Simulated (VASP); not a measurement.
# LuCdAg4 (F-43m) in VASP: single point with r2SCAN

Aim: the single point of LuCdAg4 with r2SCAN.

All numbers are computed with VASP 6.6.1; they aren't measurements. Logs are shortened: lines on timing, memory, paths and dates and some standing lists are left out, and cuts for length are marked.

## Step 1: The cell of the first run

The structure is cubic, space group F-43m (No. 216). Conventional cell: a = 7.664 Å, b = 7.664 Å, c = 7.664 Å, α = 90.00°, β = 90.00°, γ = 90.00°. Within 3.6 Å of Ag (site symmetry 3m) lie 6 Ag at 2.69 to 2.73 Å and 3 Cd at 3.18 Å and 3 Lu at 3.18 Å. Within 4.2 Å of Cd (site symmetry -43m) lie 12 Ag at 3.18 Å and 4 Lu at 3.32 Å. Lu (site symmetry -43m) has 12 Ag at 3.18 Å and 4 Cd at 3.32 Å within 4.2 Å.

## Step 2: Single point, r2SCAN

Contents of POSCAR:

```
LuCdAg4
1.0
    0.0000000000      3.8320120000      3.8320120000
    3.8320120000      0.0000000000      3.8320120000
    3.8320120000      3.8320120000      0.0000000000
Ag Cd Lu
4 1 1
Direct
    0.3742300000      0.3742300000      0.3742300000
    0.8773100000      0.3742300000      0.3742300000
    0.3742300000      0.3742300000      0.8773100000
    0.3742300000      0.8773100000      0.3742300000
    0.0000000000      0.0000000000      0.0000000000
    0.7500000000      0.7500000000      0.7500000000
```

Contents of INCAR.step1:

```
SYSTEM = LuCdAg4
PREC = Accurate ; ENCUT = 520
ISMEAR = -1 ; SIGMA = 0.1
LREAL = .FALSE. ; LASPH = .TRUE.
NELM = 100 ; NBANDS = 50
GGA = PE ; ALGO = Normal
EDIFF = 1E-4 ; LWAVE = .TRUE.
LCHARG = .FALSE.
```

Contents of INCAR.step2:

```
SYSTEM = LuCdAg4
PREC = Accurate ; ENCUT = 520
EDIFF = 1E-6 ; ISMEAR = -1
SIGMA = 0.1 ; LREAL = .FALSE.
LASPH = .TRUE. ; NELM = 100
ALGO = Normal ; ISIF = 2
LWAVE = .FALSE. ; LCHARG = .FALSE.
METAGGA = R2SCAN ; LMIXTAU = .TRUE.
NBANDS = 50 ; ISTART = 1
```

Contents of KPOINTS:

```
regular mesh
0
G
  8 8 8
  0 0 0
```

Potentials or basis: VASP PAW PBE potentials, release 64 (Ag, Cd, Lu).

Launch:

```console
$ cat potpaw_PBE.64/Ag/POTCAR potpaw_PBE.64/Cd/POTCAR potpaw_PBE.64/Lu/POTCAR > POTCAR
$ cp INCAR.step1 INCAR
$ mpirun -np 1 vasp_std > vasp.out
$ cp INCAR.step2 INCAR
$ mpirun -np 1 vasp_std > vasp.out
```

OUTCAR:

```text
SYSTEM = LuCdAg4
   PREC = Accurate
   ENCUT = 520
   EDIFF = 1E-6
   ISMEAR = -1
   LREAL = .FALSE.
   LASPH = .TRUE.
   NELM = 100
   ISIF = 2
   METAGGA = R2SCAN
   ISTART = 1

 ion  position               nearest neighbor table
   1  0.374  0.374  0.374-   2 2.69   3 2.69   4 2.69   2 2.73   4 2.73   3 2.73   5 3.18   5 3.18
                             5 3.18   6 3.18   6 3.18   6 3.18
   2  0.877  0.374  0.374-   1 2.69   3 2.69   4 2.69   4 2.73   3 2.73   1 2.73   5 3.18   5 3.18
                             5 3.18   6 3.18   6 3.18   6 3.18
   3  0.374  0.374  0.877-   1 2.69   2 2.69   4 2.69   4 2.73   2 2.73   1 2.73   5 3.18   5 3.18
                             5 3.18   6 3.18   6 3.18   6 3.18
   4  0.374  0.877  0.374-   1 2.69   2 2.69   3 2.69   2 2.73   3 2.73   1 2.73   5 3.18   5 3.18
                             5 3.18   6 3.18   6 3.18   6 3.18
   5  0.000  0.000  0.000-   2 3.18   3 3.18   4 3.18   1 3.18   1 3.18   1 3.18   2 3.18   2 3.18
                             3 3.18   4 3.18   3 3.18   4 3.18   6 3.32   6 3.32   6 3.32   6 3.32
   6  0.750  0.750  0.750-   3 3.18   4 3.18   2 3.18   3 3.18   2 3.18   4 3.18   1 3.18   1 3.18
                             1 3.18   2 3.18   3 3.18   4 3.18   5 3.32   5 3.32   5 3.32   5 3.32

  LATTYP: Found a face centered cubic cell.
 ALAT       =     7.6640240000

  Lattice vectors:

 A1 = (   0.0000000000,   3.8320120000,   3.8320120000)
 A2 = (   3.8320120000,   0.0000000000,   3.8320120000)
 A3 = (   3.8320120000,   3.8320120000,   0.0000000000)

Analysis of symmetry for initial positions (statically):
=====================================================================
 Subroutine PRICEL returns:
 Original cell was already a primitive cell.

 Routine SETGRP: Setting up the symmetry group for a
 face centered cubic supercell.

 Subroutine GETGRP returns: Found 24 space group operations
 (whereof 24 operations were pure point group operations)
 out of a pool of 48 trial point group operations.

The static configuration has the point symmetry T_d .

Analysis of symmetry for dynamics (positions and initial velocities):
=====================================================================
 Subroutine PRICEL returns:
 Original cell was already a primitive cell.

 Routine SETGRP: Setting up the symmetry group for a
 face centered cubic supercell.

 Subroutine GETGRP returns: Found 24 space group operations
 (whereof 24 operations were pure point group operations)
 out of a pool of 48 trial point group operations.

The dynamic configuration has the point symmetry T_d .

 Subroutine INISYM returns: Found 24 space group operations
 (whereof 24 operations are pure point group operations),
 and found     1 'primitive' translations

----------------------------------------------------------------------------------------

                                     Primitive cell

  volume of cell :     112.5410

  direct lattice vectors                    reciprocal lattice vectors
     0.000000000  3.832012000  3.832012000    -0.130479758  0.130479758  0.130479758
     3.832012000  0.000000000  3.832012000     0.130479758 -0.130479758  0.130479758
     3.832012000  3.832012000  0.000000000     0.130479758  0.130479758 -0.130479758

  length of vectors
     5.419283342  5.419283342  5.419283342     0.225997571  0.225997571  0.225997571

  position of ions in fractional coordinates (direct lattice)
     0.374230000  0.374230000  0.374230000
     0.877310000  0.374230000  0.374230000
     0.374230000  0.374230000  0.877310000
     0.374230000  0.877310000  0.374230000
     0.000000000  0.000000000  0.000000000
     0.750000000  0.750000000  0.750000000

  ion indices of the primitive-cell ions
   primitive index   ion index
                 1           1
                 2           2
                 3           3
                 4           4
                 5           5
                 6           6

----------------------------------------------------------------------------------------

 KPOINTS: regular mesh

Automatic generation of k-mesh.
 Grid dimensions read from file:
 generate k-points for:    8    8    8

 Generating k-lattice:

  Cartesian coordinates                     Fractional coordinates (reciprocal lattice)
    -0.016309970  0.016309970  0.016309970     0.125000000  0.000000000  0.000000000
     0.016309970 -0.016309970  0.016309970     0.000000000  0.125000000  0.000000000
     0.016309970  0.016309970 -0.016309970     0.000000000  0.000000000  0.125000000

  Length of vectors
     0.028249696  0.028249696  0.028249696

  Shift w.r.t. Gamma in fractional coordinates (k-lattice)
     0.000000000  0.000000000  0.000000000

 Subroutine IBZKPT returns following result:
 ===========================================

 Found     29 irreducible k-points:

 Following reciprocal coordinates:
            Coordinates               Weight
  0.000000  0.000000  0.000000      1.000000
  0.125000  0.000000  0.000000      8.000000
  0.250000  0.000000  0.000000      8.000000
  0.375000  0.000000  0.000000      8.000000
  0.500000  0.000000  0.000000      4.000000
  0.125000  0.125000  0.000000      6.000000
[... 16 lines left out ...]
  0.500000  0.250000  0.125000     48.000000
 -0.375000  0.250000  0.125000     24.000000
 [... further k-points ...]
   k-points           NKPTS =     29   k-points in BZ     NKDIM =     29   number of bands    NBANDS=     50
   number of dos      NEDOS =    301   number of ions     NIONS =      6
   total plane-waves  NPLWV =  64000
   dimension x,y,z NGX =    40 NGY =   40 NGZ =   40
   dimension x,y,z NGXF=    80 NGYF=   80 NGZF=   80
   ions per type =               4   1   1
   NGX,Y,Z   is equivalent  to a cutoff of  12.27, 12.27, 12.27 a.u.
   NGXF,Y,Z  is equivalent  to a cutoff of  24.54, 24.54, 24.54 a.u.
 SYSTEM =  LuCdAg4
   PREC   = accura    normal or accurate (medium, high low for compatibility)
   ISTART =      1    job   : 0-new  1-cont  2-samecut
   ICHARG =      0    charge: 1-file 2-atom 10-const
   ISPIN  =      1    spin polarized calculation?
   LNONCOLLINEAR =      F non collinear calculations
   LSORBIT =      F    spin-orbit coupling
   LASPH  =      T    aspherical Exc in radial PAW
   ENCUT  =  520.0 eV  38.22 Ry    6.18 a.u.  10.08 10.08 10.08*2*pi/ulx,y,z
   NELM   =    100;   NELMIN=  2; NELMDL=  0     # of ELM steps
   EDIFF  = 0.1E-05   stopping-criterion for ELM
   LREAL  =      F    real-space projection
   EDIFFG = 0.1E-04   stopping-criterion for IOM
   NSW    =      0    number of steps for IOM
   IBRION =     -1    ionic relax: 0-MD 1-quasi-New 2-CG
   NFREE  =      0    steps in history (QN), initial steepest desc. (CG)
   ISIF   =      2    stress and relaxation
   ISYM   =      2    0-nonsym 1-usesym 2-fastsym
   POTIM  = 0.5000    time-step for ionic-motion
   TEBEG  =    0.0;   TEEND  =   0.0 temperature during run
   PSTRESS=    0.0 pullay stress
   NELECT =      81.0000    total number of electrons
   NUPDOWN=      -1.0000    fix difference up-down
   EMIN   =  10.00;   EMAX   =-10.00  energy-range for DOS
   EFERMI =   0.00;   METHOD = LEGACY
   ISMEAR =    -1;   SIGMA  =   0.10  broadening in eV -4-tet -1-fermi 0-gaus
   EFERMI_NEDOS =   21; number of points for ismear=-14 and -15
   IALGO  =     38    algorithm
   IMIX   =      4    mixing-type and parameters
     AMIX     =   0.40;   BMIX     =  1.00
     AMIX_MAG =   1.60;   BMIX_MAG =  1.00
  volume/ion in A,a.u.               =      18.76       126.58
  Fermi-wavevector in a.u.,A,eV,Ry     =   1.467122  2.772459 29.285830  2.152448
  Thomas-Fermi vector in A             =   2.582778
   LORBIT       =      0    0 simple, 1 ext, 2 COOP (PROOUT), +10 PAW based schemes
   METAGGA = R2SCAN    functional components
   LHFCALC =     F    Hartree Fock is set to
   AEXX    =    0.0000 exact exchange contribution
   IVDW    =     0    specifies the selected vdW correction
   LEPSILON=     F    determine dielectric tensor
   LRPA    =     F    only Hartree local field effects (RPA)
 non-spin polarized calculation
  energy-cutoff  :      520.00
  volume of cell :      112.54
 maximum number of plane-waves:      3071
   NGX = 21   NGY = 21   NGZ = 21

 number of electron      81.0000032 magnetization

 Free energy of the ion-electron system (eV)
  ---------------------------------------------------
  ext. energy  EPLUGINS =         0.00000000
  ---------------------------------------------------
  free energy    TOTEN  =      -144.55552684 eV

  energy without entropy =     -144.48260721  energy(sigma->0) =     -144.51906703

 E-fermi :   6.5978     XC(G=0): -12.8625

 val. band max:        6.5667509043   @ k =   0.2500   0.0000   0.0000
 cond. band min:       6.6048720817   @ k =  -0.3750   0.5000   0.1250
 fundamental gap:      0.0381211773
 Fermi energy:         6.5978027114

 k-point     1 :       0.0000    0.0000    0.0000
  band No.  band energies     occupation
      1     -52.1644      2.00000
      2     -22.1500      2.00000
      3     -22.1499      2.00000
      4     -22.1499      2.00000
      5      -2.4912      2.00000
      6      -2.4912      2.00000
[... 42 lines left out ...]
     49      12.9615      0.00000
     50      13.0648      0.00000

 k-point     2 :       0.1250    0.0000    0.0000
  band No.  band energies     occupation
      1     -52.1644      2.00000
      2     -22.1503      2.00000
      3     -22.1499      2.00000
      4     -22.1498      2.00000
      5      -2.4954      2.00000
      6      -2.4941      2.00000
[... 42 lines left out ...]
     49      12.7428      0.00000
     50      12.7428      0.00000

 k-point     3 :       0.2500    0.0000    0.0000
  band No.  band energies     occupation
      1     -52.1644      2.00000
      2     -22.1514      2.00000
      3     -22.1499      2.00000
      4     -22.1498      2.00000
      5      -2.5117      2.00000
      6      -2.4968      2.00000
[... 1102 lines left out ...]
     49      13.4848      0.00000
     50      13.6271      0.00000

 k-point    24 :      -0.3750    0.2500    0.1250
  band No.  band energies     occupation
      1     -52.1644      2.00000
      2     -22.1524      2.00000
      3     -22.1507      2.00000
      4     -22.1500      2.00000
      5      -2.5333      2.00000
      6      -2.5002      2.00000
[... 42 lines left out ...]
     49      13.1720      0.00000
     50      13.5981      0.00000

 [... further k-points ...]

------------------------ aborting loop because EDIFF is reached ----------------------------------------

  FORCE on cell =-STRESS in cart. coord.  units (eV):
  Direction    XX          YY          ZZ          XY          YZ          ZX
  --------------------------------------------------------------------------------------
  -------------------------------------------------------------------------------------
  Total        3.0265697      3.0265697      3.0265697     -0.0000000      0.0000000     -0.0000000
  in kB       43.0874391     43.0874391     43.0874391     -0.0000000      0.0000000     -0.0000000
  external PRESSURE =      43.0874391 kB  Pullay stress =       0.0000000 kB

 VOLUME and BASIS-vectors are now :
 -----------------------------------------------------------------------------
  energy-cutoff  :      520.00
  volume of cell :      112.54
      direct lattice vectors                 reciprocal lattice vectors
     0.000000000  3.832012000  3.832012000    -0.130479758  0.130479758  0.130479758
     3.832012000  0.000000000  3.832012000     0.130479758 -0.130479758  0.130479758
     3.832012000  3.832012000  0.000000000     0.130479758  0.130479758 -0.130479758

 POSITION                                       TOTAL-FORCE (eV/Angst)
 -----------------------------------------------------------------------------------
      2.86811      2.86811      2.86811         0.134619      0.134619      0.134619
      2.86811      4.79592      4.79592         0.134619     -0.134619     -0.134619
      4.79592      4.79592      2.86811        -0.134619     -0.134619      0.134619
      4.79592      2.86811      4.79592        -0.134619      0.134619     -0.134619
      0.00000      0.00000      0.00000        -0.000000     -0.000000     -0.000000
      5.74802      5.74802      5.74802        -0.000000     -0.000000     -0.000000
 -----------------------------------------------------------------------------------
    total drift:                                0.000000      0.000000      0.000000

  FREE ENERGIE OF THE ION-ELECTRON SYSTEM (eV)
  ---------------------------------------------------
  free  energy   TOTEN  =      -144.5555268439 eV

  energy  without entropy=     -144.4826072125  energy(sigma->0) =     -144.51906703
```

It took 9.3 min on 1 thread of AMD EPYC 7R13 (Zen 3), shared host; peak memory 0.33 GiB.

Results:

```
Free energy            : -144.5555 eV
Pressure               : 4.3 GPa
Largest force          : 0.233 eV/Å
Band gap on the k mesh : zero (an odd number of electrons rules out a gap without spin polarisation)
```

Forces on the atoms (eV/Å):
```
Ag   0.135  0.135  0.135
Ag   0.135 -0.135 -0.135
Ag  -0.135 -0.135  0.135
Ag  -0.135  0.135 -0.135
Cd   0.000  0.000  0.000
Lu   0.000  0.000  0.000
```

Caveat: the cell stands under pressure; the PAW data sets were made with another functional, which shifts forces and pressure a little; spin-orbit coupling is left out, which moves the levels of the heavy elements.

The gap in the log of VASP goes by the Fermi energy; the results here count the filled bands.